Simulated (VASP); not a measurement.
# Sc3BN2 (P6/mmm) in VASP: relaxation of cell and atoms with PBE

Aim: the relaxation of cell and atoms of Sc3BN2 with PBE.

Everything below comes from runs of VASP 6.6.1. Logs are shortened: lines on timing, memory, paths and dates and some standing lists are left out, and cuts for length are marked.

## 1. The cell of the first run

Symmetry: P6/mmm, No. 191, hexagonal system. The conventional cell has a = 5.865 Å, b = 5.865 Å, c = 3.890 Å, α = 90.00°, β = 90.00°, γ = 120.00°. Within 3.9 Å of Sc (site symmetry mmm) lie 2 B at 2.93 Å and 6 Sc at 2.93 to 3.89 Å and 8 N at 3.22 to 3.90 Å. B (site symmetry 6/mmm) has 2 N at 1.32 Å within 1.8 Å. Within 1.7 Å of N (site symmetry 6mm) lie 1 N at 1.25 Å and 1 B at 1.32 Å.

The cell was generated, and may not be a known phase.

## 2. Relaxation of cell and atoms, PBE

INCAR reads:

```
SYSTEM = Sc3BN2
PREC = Accurate
ENCUT = 600
EDIFF = 1E-6
ISMEAR = 0
SIGMA = 0.1
LREAL = .FALSE.
LASPH = .TRUE.
NELM = 80
ALGO = Normal
ISIF = 3
LWAVE = .FALSE.
LCHARG = .FALSE.
GGA = PE
IBRION = 2
NSW = 100
EDIFFG = -0.01
```

KPOINTS reads:

```
regular mesh
0
G
  6 6 10
  0 0 0
```

POSCAR reads:

```
Sc3BN2
1.0
    5.8646430774      0.0000000000      0.0000000000
   -2.9323215387      5.0789298892      0.0000000000
    0.0000000000      0.0000000000      3.8898055218
Sc B N
3 1 2
Direct
    0.5000000000      0.0000000000      0.0000000000
    0.0000000000      0.5000000000      0.0000000000
    0.5000000000      0.5000000000      0.0000000000
    0.0000000000      0.0000000000      0.0000000000
    0.0000000000      0.0000000000      0.3390199203
    0.0000000000      0.0000000000      0.6609800797
```

Potentials or basis: VASP PAW PBE potentials, release 64 (Sc_sv, B, N).

Command:

```bash
$ cat potpaw_PBE.64/Sc_sv/POTCAR potpaw_PBE.64/B/POTCAR potpaw_PBE.64/N/POTCAR > POTCAR
$ mpirun -np 1 vasp_std > vasp.out
```

OUTCAR:

```text
SYSTEM = Sc3BN2
   PREC = Accurate
   ENCUT = 600
   EDIFF = 1E-6
   ISMEAR = 0
   LREAL = .FALSE.
   LASPH = .TRUE.
   NELM = 80
   ISIF = 3
   GGA = PE
   IBRION = 2
   NSW = 100
   EDIFFG = -0.01

 ion  position               nearest neighbor table
   1  0.500  0.000  0.000-   2 2.93   3 2.93   3 2.93   2 2.93
   2  0.000  0.500  0.000-   3 2.93   3 2.93   1 2.93   1 2.93
   3  0.500  0.500  0.000-   2 2.93   2 2.93   1 2.93   1 2.93
   4  0.000  0.000  0.000-   5 1.32   6 1.32
   5  0.000  0.000  0.339-   6 1.25   4 1.32
   6  0.000  0.000  0.661-   5 1.25   4 1.32

  LATTYP: Found a hexagonal cell.
 ALAT       =     5.8646430774
 C/A-ratio  =     0.6632638117

  Lattice vectors:

 A1 = (   5.8646430774,   0.0000000000,   0.0000000000)
 A2 = (  -2.9323215387,   5.0789298892,   0.0000000000)
 A3 = (   0.0000000000,   0.0000000000,   3.8898055218)

Analysis of symmetry for initial positions (statically):
=====================================================================
 Subroutine PRICEL returns:
 Original cell was already a primitive cell.

 Routine SETGRP: Setting up the symmetry group for a
 hexagonal supercell.

 Subroutine GETGRP returns: Found 24 space group operations
 (whereof 24 operations were pure point group operations)
 out of a pool of 24 trial point group operations.

The static configuration has the point symmetry D_6h.

Analysis of symmetry for dynamics (positions and initial velocities):
=====================================================================
 Subroutine PRICEL returns:
 Original cell was already a primitive cell.

 Routine SETGRP: Setting up the symmetry group for a
 hexagonal supercell.

 Subroutine GETGRP returns: Found 24 space group operations
 (whereof 24 operations were pure point group operations)
 out of a pool of 24 trial point group operations.

The dynamic configuration has the point symmetry D_6h.

 Subroutine INISYM returns: Found 24 space group operations
 (whereof 24 operations are pure point group operations),
 and found     1 'primitive' translations

----------------------------------------------------------------------------------------

                                     Primitive cell

[... 111 lines left out ...]
   EMIN   =  10.00;   EMAX   =-10.00  energy-range for DOS
   EFERMI =   0.00;   METHOD = LEGACY
   ISMEAR =     0;   SIGMA  =   0.10  broadening in eV -4-tet -1-fermi 0-gaus
   EFERMI_NEDOS =   21; number of points for ismear=-14 and -15
   IALGO  =     38    algorithm
   IMIX   =      4    mixing-type and parameters
     AMIX     =   0.40;   BMIX     =  1.00
     AMIX_MAG =   1.60;   BMIX_MAG =  1.00
  volume/ion in A,a.u.               =      19.31       130.31
  Fermi-wavevector in a.u.,A,eV,Ry     =   1.203225  2.273766 19.697843  1.447751
  Thomas-Fermi vector in A             =   2.338984
   LORBIT       =      0    0 simple, 1 ext, 2 COOP (PROOUT), +10 PAW based schemes
   GGA     = PE    functional components
   LHFCALC =     F    Hartree Fock is set to
   AEXX    =    0.0000 exact exchange contribution
   IVDW    =     0    specifies the selected vdW correction
   LEPSILON=     F    determine dielectric tensor
   LRPA    =     F    only Hartree local field effects (RPA)
 conjugate gradient relaxation of ions
 non-spin polarized calculation
 Gauss-broadening in eV      SIGMA  =   0.10
  energy-cutoff  :      600.00
  volume of cell :      115.86
 maximum number of plane-waves:      3904
 NGX is ok and might be reduce to    48
   NGX = 23   NGY = 23   NGZ = 15

--------------------------------------- Ionic step        1  -------------------------------------------

 number of electron      46.0000002 magnetization

 Free energy of the ion-electron system (eV)
  ---------------------------------------------------
  ext. energy  EPLUGINS =         0.00000000
  ---------------------------------------------------
  free energy    TOTEN  =       -37.28994485 eV

  energy without entropy =      -37.23783497  energy(sigma->0) =      -37.26388991

------------------------ aborting loop because EDIFF is reached ----------------------------------------

  FORCE on cell =-STRESS in cart. coord.  units (eV):
  Direction    XX          YY          ZZ          XY          YZ          ZX
  --------------------------------------------------------------------------------------
  -------------------------------------------------------------------------------------
  Total        0.7523482      0.7523482     -1.4126775      0.0000000      0.0000000      0.0000000
  in kB       10.4036990     10.4036990    -19.5349321      0.0000000      0.0000000      0.0000000
  external PRESSURE =       0.4241553 kB  Pullay stress =       0.0000000 kB
[... 101 lines left out ...]
  FREE ENERGIE OF THE ION-ELECTRON SYSTEM (eV)
  ---------------------------------------------------
  free  energy   TOTEN  =       -37.2956746593 eV

  energy  without entropy=      -37.2431975619  energy(sigma->0) =      -37.26943611

[... ionic steps 4 to 11 ...]

--------------------------------------- Ionic step       12  -------------------------------------------

 number of electron      46.0000012 magnetization

------------------------ aborting loop because EDIFF is reached ----------------------------------------
[... 75 lines left out ...]
--------------------------------------- Ionic step       14  -------------------------------------------

 number of electron      46.0000012 magnetization

 Free energy of the ion-electron system (eV)
  ---------------------------------------------------
  ext. energy  EPLUGINS =         0.00000000
  ---------------------------------------------------
  free energy    TOTEN  =       -37.30570334 eV

  energy without entropy =      -37.25042567  energy(sigma->0) =      -37.27806451

 E-fermi :   3.3739     XC(G=0):  -9.2335

 val. band max:        3.3734742038   @ k =   0.5000   0.0000   0.1000
 cond. band min:       3.3820150876   @ k =   0.3333   0.0000   0.2000
 fundamental gap:      0.0085408838
 Fermi energy:         3.3738976772

 k-point     1 :       0.0000    0.0000    0.0000
  band No.  band energies     occupation
      1     -46.5853      2.00000
      2     -46.4967      2.00000
      3     -46.4967      2.00000
      4     -25.4146      2.00000
      5     -25.4146      2.00000
      6     -25.3946      2.00000
[... 709 lines left out ...]
     26       3.9104      0.00000
     27       4.3644      0.00000

 [... further k-points ...]
[... 5 lines left out ...]
  --------------------------------------------------------------------------------------
  -------------------------------------------------------------------------------------
  Total        0.0001975      0.0001975      0.0068985     -0.0000000      0.0000000     -0.0000000
  in kB        0.0026722      0.0026722      0.0933604     -0.0000000      0.0000000     -0.0000000
  external PRESSURE =       0.0329016 kB  Pullay stress =       0.0000000 kB
[... 21 lines left out ...]
  FREE ENERGIE OF THE ION-ELECTRON SYSTEM (eV)
  ---------------------------------------------------
  free  energy   TOTEN  =       -37.3057033442 eV

  energy  without entropy=      -37.2504256721  energy(sigma->0) =      -37.27806451

 reached required accuracy - stopping structural energy minimisation
```

It took 16 min on 1 thread of AMD EPYC 7R13 (Zen 3), shared host; peak memory 0.34 GiB.

What came out:

| Property | Result |
| --- | --- |
| Free energy | -37.3057 eV |
| Relaxed volume | 19.73 Å³/atom |
| Relaxed cell | a = 5.946 Å, b = 5.946 Å, c = 3.867 Å, α = 90.00°, β = 90.00°, γ = 120.00° |
| Space group after relaxing (to 0.1 Å) | P6/mmm (No. 191) |
| Energy gained by relaxing | 2.6 meV/atom |
| Ionic steps | 14 |
| Pressure after relaxing | 0.0 GPa |
| Largest force after relaxing | 0.009 eV/Å |
| Band gap on the k mesh | zero (bands 23 and 24 overlap by 0.88 eV) |

Forces in eV/Å, atoms in the order of the input:
```
Sc   0.000  0.000  0.000
Sc   0.000  0.000  0.000
Sc   0.000  0.000  0.000
B    0.000  0.000  0.000
N    0.000  0.000 -0.009
N    0.000  0.000  0.009
```

Step by step:
```csv
step,energy change (eV),largest force (eV/Å),pressure (GPa),volume (Å³)
1,0.0000,0.5467,0.04,115.86
2,0.0904,4.1695,2.18,115.94
3,-0.0057,0.2566,0.38,115.88
4,-0.0114,0.2013,0.83,116.55
5,-0.0116,0.1186,0.75,116.43
6,-0.0153,0.2134,0.21,118.07
7,-0.0153,0.2221,0.20,118.11
8,-0.0084,0.8941,-0.63,119.57
9,-0.0157,0.0111,0.03,118.40
10,-0.0157,0.0059,0.02,118.39
11,-0.0157,0.0014,0.02,118.39
12,-0.0158,0.0142,-0.01,118.39
13,-0.0158,0.0115,0.00,118.39
14,-0.0158,0.0090,0.00,118.39
```

Final structure:
```cif
data_structure
_symmetry_space_group_name_H-M 'P 1'
_symmetry_Int_Tables_number 1
_cell_length_a 5.9456
_cell_length_b 5.9456
_cell_length_c 3.8670
_cell_angle_alpha 90.000
_cell_angle_beta 90.000
_cell_angle_gamma 120.000
_cell_volume 118.39
loop_
_atom_site_label
_atom_site_type_symbol
_atom_site_fract_x
_atom_site_fract_y
_atom_site_fract_z
_atom_site_occupancy
Sc1 Sc 0.50000 0.00000 0.00000 1
Sc2 Sc 0.00000 0.50000 0.00000 1
Sc3 Sc 0.50000 0.50000 0.00000 1
B1 B 0.00000 0.00000 0.00000 1
N1 N 0.00000 0.00000 0.33976 1
N2 N 0.00000 0.00000 0.66024 1
```

Levels at points of the mesh, in eV from the Fermi level:
```tsv
k point	band 19	band 20	band 21	band 22	band 23	band 24	band 25	band 26	band 27
(0.00, 0.00, 0.00)	-0.87	-0.87	-0.75	-0.75	-0.64	-0.12	0.42	0.80	0.80
(0.50, 0.00, 0.00)	-1.74	-0.58	-0.45	-0.37	0.19	0.24	0.52	0.63	0.71
(0.00, 0.00, 0.50)	-4.54	-2.35	-1.03	-0.72	-0.47	-0.47	-0.41	0.58	0.58
(0.50, 0.00, 0.50)	-4.76	-0.97	-0.84	-0.38	-0.02	-0.02	0.39	0.84	0.98
```

Caveat: the standard files for N, O and F lose accuracy on very short bonds.
